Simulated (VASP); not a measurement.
# PbF2 (Fluorocronite) (Fm-3m) in VASP: a series of runs

Aim: see how the results for PbF2 (Fluorocronite) move with the level of theory and the settings. Levels: HSE06, RPBE, revPBE, BLYP, PBE. Tasks: single point.

Everything below comes from runs of VASP 6.6.1. Logs are shortened: lines on timing, memory, paths and dates and some standing lists are left out, and cuts for length are marked.

### Step 1. The cell of the first run

It takes space group Fm-3m (No. 225, cubic). The conventional cell has a = 5.927 Å, b = 5.927 Å, c = 5.927 Å, α = 90.00°, β = 90.00°, γ = 90.00°. Within 3.4 Å of Pb (site symmetry m-3m) lie 8 F at 2.57 Å. Within 3.4 Å of F (site symmetry -43m) lie 4 Pb at 2.57 Å and 6 F at 2.96 Å.

### Step 2. Single point, HSE06

Input file POSCAR:

```
PbF2
1.0
    0.0000000000      2.9636600000      2.9636600000
    2.9636600000      0.0000000000      2.9636600000
    2.9636600000      2.9636600000      0.0000000000
Pb F
1 2
Direct
    0.0000000000      0.0000000000      0.0000000000
    0.7500000000      0.7500000000      0.7500000000
    0.2500000000      0.2500000000      0.2500000000
```

Input file INCAR.step1:

```
  ALGO = Normal
  EDIFF = 1E-5
  ENCUT = 520
  GGA = PE
  GGA_COMPAT = False
  ISIF = 2
  ISMEAR = -1
  KPAR = 4
  LASPH = True
  LREAL = False
  LWAVE = True
  NBANDS = 21
  NELM = 120
  PREC = Accurate
  SIGMA = 0.05
```

Input file INCAR.step2:

```
  ALGO = Normal
  EDIFF = 1E-6
  ENCUT = 520
  GGA = PE
  GGA_COMPAT = False
  HFSCREEN = 0.2079
  ISIF = 2
  ISMEAR = -1
  ISTART = 1
  KPAR = 4
  LASPH = True
  LCHARG = True
  LHFCALC = True
  LREAL = False
  LVHAR = True
  LWAVE = False
  NBANDS = 21
  NELM = 120
  PREC = Accurate
  PRECFOCK = Normal
  SIGMA = 0.05
```

Input file KPOINTS:

```
k-points
0
Gamma
  6 6 6
```

Potentials or basis: VASP PAW PBE potentials, release 64 (Pb_d, F).

Run with:

```bash
$ cat potpaw_PBE.64/Pb_d/POTCAR potpaw_PBE.64/F/POTCAR > POTCAR
$ cp INCAR.step1 INCAR
$ mpirun -np 4 vasp_std > vasp.out
$ cp INCAR.step2 INCAR
$ mpirun -np 4 vasp_std > vasp.out
```

OUTCAR:

```text
EDIFF = 1E-6
   ENCUT = 520
   GGA = PE
   HFSCREEN = 0.2079
   ISIF = 2
   ISMEAR = -1
   ISTART = 1
   LASPH = True
   LHFCALC = True
   LREAL = False
   NELM = 120
   PREC = Accurate
   PRECFOCK = Normal

 ion  position               nearest neighbor table
   1  0.000  0.000  0.000-   2 2.57   2 2.57   2 2.57   3 2.57   3 2.57   3 2.57   3 2.57   2 2.57

   2  0.750  0.750  0.750-   1 2.57   1 2.57   1 2.57   1 2.57
   3  0.250  0.250  0.250-   1 2.57   1 2.57   1 2.57   1 2.57

  LATTYP: Found a face centered cubic cell.
 ALAT       =     5.9273200000

  Lattice vectors:

 A1 = (   0.0000000000,   2.9636600000,   2.9636600000)
 A2 = (   2.9636600000,   0.0000000000,   2.9636600000)
 A3 = (   2.9636600000,   2.9636600000,   0.0000000000)

Analysis of symmetry for initial positions (statically):
=====================================================================
 Subroutine PRICEL returns:
 Original cell was already a primitive cell.

 Routine SETGRP: Setting up the symmetry group for a
 face centered cubic supercell.

 Subroutine GETGRP returns: Found 48 space group operations
 (whereof 48 operations were pure point group operations)
 out of a pool of 48 trial point group operations.

The static configuration has the point symmetry O_h .

Analysis of symmetry for dynamics (positions and initial velocities):
=====================================================================
 Subroutine PRICEL returns:
 Original cell was already a primitive cell.

 Routine SETGRP: Setting up the symmetry group for a
 face centered cubic supercell.

 Subroutine GETGRP returns: Found 48 space group operations
 (whereof 48 operations were pure point group operations)
 out of a pool of 48 trial point group operations.

The dynamic configuration has the point symmetry O_h .

 Subroutine INISYM returns: Found 48 space group operations
 (whereof 48 operations are pure point group operations),
 and found     1 'primitive' translations

----------------------------------------------------------------------------------------

                                     Primitive cell

  volume of cell :      52.0613

  direct lattice vectors                    reciprocal lattice vectors
     0.000000000  2.963660000  2.963660000    -0.168710311  0.168710311  0.168710311
     2.963660000  0.000000000  2.963660000     0.168710311 -0.168710311  0.168710311
     2.963660000  2.963660000  0.000000000     0.168710311  0.168710311 -0.168710311

  length of vectors
     4.191248166  4.191248166  4.191248166     0.292214830  0.292214830  0.292214830

  position of ions in fractional coordinates (direct lattice)
     0.000000000  0.000000000  0.000000000
     0.750000000  0.750000000  0.750000000
     0.250000000  0.250000000  0.250000000

  ion indices of the primitive-cell ions
   primitive index   ion index
                 1           1
                 2           2
                 3           3

----------------------------------------------------------------------------------------

 KPOINTS: k-points

Automatic generation of k-mesh.
 Grid dimensions read from file:
 generate k-points for:    6    6    6

 Generating k-lattice:

  Cartesian coordinates                     Fractional coordinates (reciprocal lattice)
    -0.028118385  0.028118385  0.028118385     0.166666667  0.000000000  0.000000000
     0.028118385 -0.028118385  0.028118385     0.000000000  0.166666667  0.000000000
     0.028118385  0.028118385 -0.028118385     0.000000000  0.000000000  0.166666667

  Length of vectors
     0.048702472  0.048702472  0.048702472

  Shift w.r.t. Gamma in fractional coordinates (k-lattice)
     0.000000000  0.000000000  0.000000000

 Subroutine IBZKPT returns following result:
 ===========================================

 Found     16 irreducible k-points:

 Following reciprocal coordinates:
            Coordinates               Weight
  0.000000  0.000000  0.000000      1.000000
  0.166667  0.000000  0.000000      8.000000
  0.333333  0.000000  0.000000      8.000000
  0.500000  0.000000  0.000000      4.000000
  0.166667  0.166667  0.000000      6.000000
  0.333333  0.166667  0.000000     24.000000
[... 8 lines left out ...]
 -0.333333  0.333333  0.166667     24.000000
 -0.333333  0.500000  0.166667     12.000000
   k-points           NKPTS =     16   k-points in BZ     NKDIM =    216   number of bands    NBANDS=     21
   number of dos      NEDOS =    301   number of ions     NIONS =      3
   total plane-waves  NPLWV =  32768
   dimension x,y,z NGX =    32 NGY =   32 NGZ =   32
   dimension x,y,z NGXF=    64 NGYF=   64 NGZF=   64
   ions per type =               1   2
   NGX,Y,Z   is equivalent  to a cutoff of  12.69, 12.69, 12.69 a.u.
   NGXF,Y,Z  is equivalent  to a cutoff of  25.39, 25.39, 25.39 a.u.
 SYSTEM =  unknown system
   PREC   = accura    normal or accurate (medium, high low for compatibility)
   ISTART =      1    job   : 0-new  1-cont  2-samecut
   ICHARG =      0    charge: 1-file 2-atom 10-const
   ISPIN  =      1    spin polarized calculation?
   LNONCOLLINEAR =      F non collinear calculations
   LSORBIT =      F    spin-orbit coupling
   LASPH  =      T    aspherical Exc in radial PAW
   ENCUT  =  520.0 eV  38.22 Ry    6.18 a.u.   7.79  7.79  7.79*2*pi/ulx,y,z
   NELM   =    120;   NELMIN=  2; NELMDL=  0     # of ELM steps
   EDIFF  = 0.1E-05   stopping-criterion for ELM
   LREAL  =      F    real-space projection
   EDIFFG = 0.1E-04   stopping-criterion for IOM
   NSW    =      0    number of steps for IOM
   IBRION =     -1    ionic relax: 0-MD 1-quasi-New 2-CG
   NFREE  =      0    steps in history (QN), initial steepest desc. (CG)
   ISIF   =      2    stress and relaxation
   ISYM   =      3    0-nonsym 1-usesym 2-fastsym
   POTIM  = 0.5000    time-step for ionic-motion
   TEBEG  =    0.0;   TEEND  =   0.0 temperature during run
   PSTRESS=    0.0 pullay stress
   NELECT =      28.0000    total number of electrons
   NUPDOWN=      -1.0000    fix difference up-down
   EMIN   =  10.00;   EMAX   =-10.00  energy-range for DOS
   EFERMI =   0.00;   METHOD = LEGACY
   ISMEAR =    -1;   SIGMA  =   0.05  broadening in eV -4-tet -1-fermi 0-gaus
   EFERMI_NEDOS =   21; number of points for ismear=-14 and -15
   IALGO  =     38    algorithm
   IMIX   =      1    mixing-type and parameters
     AMIX     =   0.40;   BMIX     =  1.00
     AMIX_MAG =   1.60;   BMIX_MAG =  1.00
  volume/ion in A,a.u.               =      17.35       117.11
  Fermi-wavevector in a.u.,A,eV,Ry     =   1.331340  2.515869 24.115883  1.772467
  Thomas-Fermi vector in A             =   2.460359
   LORBIT       =      0    0 simple, 1 ext, 2 COOP (PROOUT), +10 PAW based schemes
   GGA     = PE    functional components
   LHFCALC =     T    Hartree Fock is set to
   PRECFOCK=normal    Normal, Fast or Accurate (Low or Medium for compatibility)
   ENCUT4O =  -1.0   cutoff for four orbital integrals eV
   NKREDX  =     1    reduce k-point grid by
   NKREDY  =     1    reduce k-point grid by
   NKREDZ  =     1    reduce k-point grid by
   AEXX    =    0.2500 exact exchange contribution
   HFSCREEN=    0.2079 screening length (either q_TF or 0.3 A-1)
   HFSCREENC=   0.2079 screening length for correlation (either q_TF or 0.3 A-1)
   ENCUTFOCK=  -1.0 apply spherical cutoff to Coloumb kernel
   IVDW    =     0    specifies the selected vdW correction
   LEPSILON=     F    determine dielectric tensor
   LRPA    =     F    only Hartree local field effects (RPA)
 non-spin polarized calculation
  energy-cutoff  :      520.00
  volume of cell :       52.06
 maximum number of plane-waves:      1420
  NGX = 24; NGY = 24; NGZ = 24

 number of electron      28.0000005 magnetization

 Free energy of the ion-electron system (eV)
  ---------------------------------------------------
  ext. energy  EPLUGINS =         0.00000000
  ---------------------------------------------------
  free energy    TOTEN  =       -17.83389121 eV

  energy without entropy =      -17.83389121  energy(sigma->0) =      -17.83389121

 E-fermi :   2.1276     XC(G=0):  -7.7351

 val. band max:        0.9300871938   @ k =  -0.3333   0.5000   0.1667
 cond. band min:       6.6855156659   @ k =   0.5000   0.5000   0.0000
 fundamental gap:      5.7554284721
 Fermi energy:         2.1276356543

 k-point     1 :       0.0000    0.0000    0.0000
  band No.  band energies     occupation
      1     -22.3513      2.00000
      2     -21.7177      2.00000
      3     -14.6631      2.00000
      4     -14.6631      2.00000
      5     -14.6631      2.00000
      6     -14.5827      2.00000
[... 13 lines left out ...]
     20      17.6539      0.00000
     21      20.3435      0.00000

 k-point     2 :       0.1667    0.0000    0.0000
  band No.  band energies     occupation
      1     -22.2984      2.00000
      2     -21.7652      2.00000
      3     -14.6520      2.00000
      4     -14.6520      2.00000
      5     -14.6072      2.00000
      6     -14.5825      2.00000
[... 13 lines left out ...]
     20      17.0235      0.00000
     21      19.1302      0.00000

 k-point     3 :       0.3333    0.0000    0.0000
  band No.  band energies     occupation
      1     -22.1717      2.00000
      2     -21.8777      2.00000
      3     -14.6394      2.00000
      4     -14.6394      2.00000
      5     -14.5721      2.00000
      6     -14.5721      2.00000
[... 13 lines left out ...]
     20      16.4077      0.00000
     21      17.4967      0.00000

 k-point     4 :       0.5000    0.0000    0.0000
  band No.  band energies     occupation
      1     -22.0539      2.00000
      2     -21.9867      2.00000
      3     -14.6382      2.00000
      4     -14.6382      2.00000
      5     -14.5617      2.00000
      6     -14.5617      2.00000
[... 13 lines left out ...]
     20      16.2340      0.00000
     21      16.8129      0.00000

 k-point     5 :       0.1667    0.1667    0.0000
  band No.  band energies     occupation
      1     -22.2829      2.00000
      2     -21.7781      2.00000
      3     -14.6404      2.00000
      4     -14.6404      2.00000
      5     -14.6011      2.00000
      6     -14.5912      2.00000
[... 13 lines left out ...]
     20      17.9248      0.00000
     21      19.2908      0.00000

 k-point     6 :       0.3333    0.1667    0.0000
  band No.  band energies     occupation
      1     -22.1872      2.00000
      2     -21.8607      2.00000
      3     -14.6230      2.00000
      4     -14.6204      2.00000
      5     -14.5895      2.00000
      6     -14.5683      2.00000
[... 13 lines left out ...]
     20      17.6906      0.00000
     21      18.7560      0.00000

 k-point     7 :       0.5000    0.1667    0.0000
  band No.  band energies     occupation
      1     -22.0659      2.00000
      2     -21.9698      2.00000
      3     -14.6205      2.00000
      4     -14.6165      2.00000
      5     -14.5620      2.00000
      6     -14.5605      2.00000
[... 13 lines left out ...]
     20      17.8970      0.00000
     21      18.4714      0.00000
[... 99 lines left out ...]
      1     -22.0220      2.00000
      2     -22.0048      2.00000
      3     -14.6052      2.00000
      4     -14.5908      2.00000
      5     -14.5772      2.00000
      6     -14.5079      2.00000
[... 13 lines left out ...]
     20      18.5531      0.00000
     21      19.3415      0.00000

 k-point    13 :       0.5000    0.5000    0.0000
  band No.  band energies     occupation
      1     -22.0702      2.00000
      2     -21.9504      2.00000
      3     -14.6201      2.00000
      4     -14.5697      2.00000
      5     -14.5697      2.00000
      6     -14.5597      2.00000
[... 13 lines left out ...]
     20      19.3184      0.00000
     21      19.8950      0.00000

 k-point    14 :       0.5000    0.3333    0.1667
  band No.  band energies     occupation
      1     -22.1026      2.00000
      2     -21.9314      2.00000
      3     -14.6072      2.00000
      4     -14.5980      2.00000
      5     -14.5839      2.00000
      6     -14.5475      2.00000
[... 13 lines left out ...]
     20      18.5725      0.00000
     21      19.3091      0.00000

 k-point    15 :      -0.3333    0.3333    0.1667
  band No.  band energies     occupation
      1     -22.0217      2.00000
      2     -22.0048      2.00000
      3     -14.6047      2.00000
      4     -14.5930      2.00000
      5     -14.5697      2.00000
      6     -14.5243      2.00000
[... 13 lines left out ...]
     20      19.2086      0.00000
     21      19.2309      0.00000

 k-point    16 :      -0.3333    0.5000    0.1667
  band No.  band energies     occupation
      1     -22.0405      2.00000
      2     -21.9810      2.00000
      3     -14.6095      2.00000
      4     -14.5697      2.00000
      5     -14.5695      2.00000
      6     -14.5359      2.00000
[... 13 lines left out ...]
     20      17.9777      0.00000
     21      19.2842      0.00000

------------------------ aborting loop because EDIFF is reached ----------------------------------------

  FORCE on cell =-STRESS in cart. coord.  units (eV):
  Direction    XX          YY          ZZ          XY          YZ          ZX
  --------------------------------------------------------------------------------------
  -------------------------------------------------------------------------------------
  Total        0.2743560      0.2743560      0.2743560     -0.0000000     -0.0000000      0.0000000
  in kB        8.4432540      8.4432540      8.4432540     -0.0000000     -0.0000000      0.0000000
  external PRESSURE =       8.4432540 kB  Pullay stress =       0.0000000 kB

 VOLUME and BASIS-vectors are now :
 -----------------------------------------------------------------------------
  energy-cutoff  :      520.00
  volume of cell :       52.06
      direct lattice vectors                 reciprocal lattice vectors
     0.000000000  2.963660000  2.963660000    -0.168710311  0.168710311  0.168710311
     2.963660000  0.000000000  2.963660000     0.168710311 -0.168710311  0.168710311
     2.963660000  2.963660000  0.000000000     0.168710311  0.168710311 -0.168710311

 POSITION                                       TOTAL-FORCE (eV/Angst)
 -----------------------------------------------------------------------------------
      0.00000      0.00000      0.00000        -0.000000      0.000000      0.000000
      4.44549      4.44549      4.44549        -0.000000     -0.000000     -0.000000
      1.48183      1.48183      1.48183         0.000000      0.000000      0.000000
 -----------------------------------------------------------------------------------
    total drift:                               -0.000000     -0.000001     -0.000001

  FREE ENERGIE OF THE ION-ELECTRON SYSTEM (eV)
  ---------------------------------------------------
  free  energy   TOTEN  =       -17.8338912113 eV

  energy  without entropy=      -17.8338912113  energy(sigma->0) =      -17.83389121
```

Wall time 30 min (4 MPI ranks of AMD EPYC 7R13 (Zen 3), shared host); peak memory 0.28 GiB.

What came out:

```yaml
Free_energy: -17.8339 eV
Pressure: 0.8 GPa
Band_gap_on_the_k_mesh: 5.76 eV, indirect (least direct gap 5.86 eV)
```

Caveat: the PAW data sets were made with another functional, which shifts forces and pressure a little; spin-orbit coupling is left out, which moves the levels of the heavy elements. A k mesh can miss the band edges.

### Step 3. Single point, RPBE

Input file INCAR:

```
  PREC = Accurate
  ENCUT = 600
  EDIFF = 1E-6
  ISMEAR = -1
  SIGMA = 0.05
  LREAL = F
  LASPH = T
  NELM = 120
  ALGO = Normal
  ISIF = 2
  LWAVE = F
  LCHARG = F
  GGA = RP
  NBANDS = 21
  GGA_COMPAT = F
```

Input file KPOINTS:

```
Automatic mesh
0
Gamma
  8 8 8
```

POSCAR is that of step 2.

Potentials or basis: VASP PAW PBE potentials, release 64 (Pb_d, F).

Run with:

```bash
$ cat potpaw_PBE.64/Pb_d/POTCAR potpaw_PBE.64/F/POTCAR > POTCAR
$ mpirun -np 1 vasp_std > vasp.out
```

It took 63 s on 1 thread of AMD EPYC 7R43 (Zen 3), shared host; peak memory 0.18 GiB.

It converged, with:

| Quantity | Value |
| --- | --- |
| Free energy | -13.4747 eV |
| Pressure | 5.7 GPa |
| Band gap on the k mesh | 4.55 eV, indirect (least direct gap 4.69 eV) |

Levels at points of the mesh, in eV from the valence-band top:
```csv
k point,band 11,band 12,band 13,band 14,band 15,band 16,band 17,band 18
"(0.00, 0.00, 0.00)",-2.46,-1.97,-1.97,-1.97,6.88,6.88,6.88,10.99
"(0.50, 0.00, 0.00)",-2.66,-2.13,-2.13,-0.04,5.18,7.75,7.75,13.53
"(0.50, 0.50, 0.00)",-1.55,-1.55,-1.55,-0.14,4.55,7.99,7.99,9.31
```

Caveat: the PAW data sets were made with another functional, which shifts forces and pressure a little; spin-orbit coupling is left out, which moves the levels of the heavy elements. A k mesh can miss the band edges.

(Part 1 of 2 ends here.)
